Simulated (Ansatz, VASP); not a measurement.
## Fe in VASP and in Ansatz

INCAR

```
SYSTEM = Fe
PREC = Accurate ; ENCUT = 520
EDIFF = 1E-7 ; ISMEAR = -1
SIGMA = 0.05 ; LREAL = .False.
LASPH = .True. ; NELM = 150
ALGO = Normal ; ISIF = 2
LWAVE = .False. ; LCHARG = .True.
ISPIN = 2 ; MAGMOM = 2.303
LORBIT = 11 ; LMAXMIX = 4
GGA = RP ; LELF = .True.
LVHAR = .True. ; NBANDS = 14
```

Contents of KPOINTS:

```
regular mesh
0
Gamma
  25 25 25
  0 0 0
```

File POSCAR:

```
Fe
1.0
   -1.4303483045      1.4303483045      1.4303483045
    1.4303483045     -1.4303483045      1.4303483045
    1.4303483045      1.4303483045     -1.4303483045
Fe
1
Direct
    0.0000000000      0.0000000000      0.0000000000
```

Input for Ansatz:

```yaml
crystal:
  lattice:
    - [-1.4303483045, 1.4303483045, 1.4303483045]
    - [1.4303483045, -1.4303483045, 1.4303483045]
    - [1.4303483045, 1.4303483045, -1.4303483045]
  atoms:
    - { symbol: Fe, position: [0.0, 0.0, 0.0], spin: 2.303 }
hamiltonian:
  xc: rpbe
  pseudopotentials:
    kind: paw
    azcp:
      Fe: "pseudopotentials/Fe.paw.azcp"
basis:
  ecutwfc: 420
  fft_grid_basis: typed
kpoints:
  mp_grid: { grid: [25, 25, 25], shift: [0, 0, 0] }
magnetization:
  spin_polarized: true
scf:
  occupations: { method: fermi_dirac, width: 0.05 }
output:
  stress: true
```

Alike in both runs: task single point; functional RPBE; k mesh 25 × 25 × 25; occupations fermi-dirac, width 0.05 eV; collinear spin.

|  | VASP | Ansatz |
| --- | --- | --- |
| version | VASP 6.6.1 | Ansatz 0.2.0 |
| potentials or method | VASP PAW PBE potentials, release 64 (Fe), cutoff 520 eV | plane waves (420 eV) with PAW, scalar-relativistic |
| valence electrons in the cell | 8 | 16 |

```tsv
	VASP	Ansatz	Ansatz less VASP
pressure (GPa)	0.5	0.3	-0.16
net moment per atom (μB)	2.27	2.24	-0.026
size of the moment on the site where the two differ most (μB)	2.27	2.30	+0.029
```

VASP's potentials were made for PBE, not for RPBE. Site moments also hang on the region over which each program counts them. VASP's potentials hold 8 valence electrons a cell and Ansatz's 16, so a difference there can come from the potentials and not from the codes.
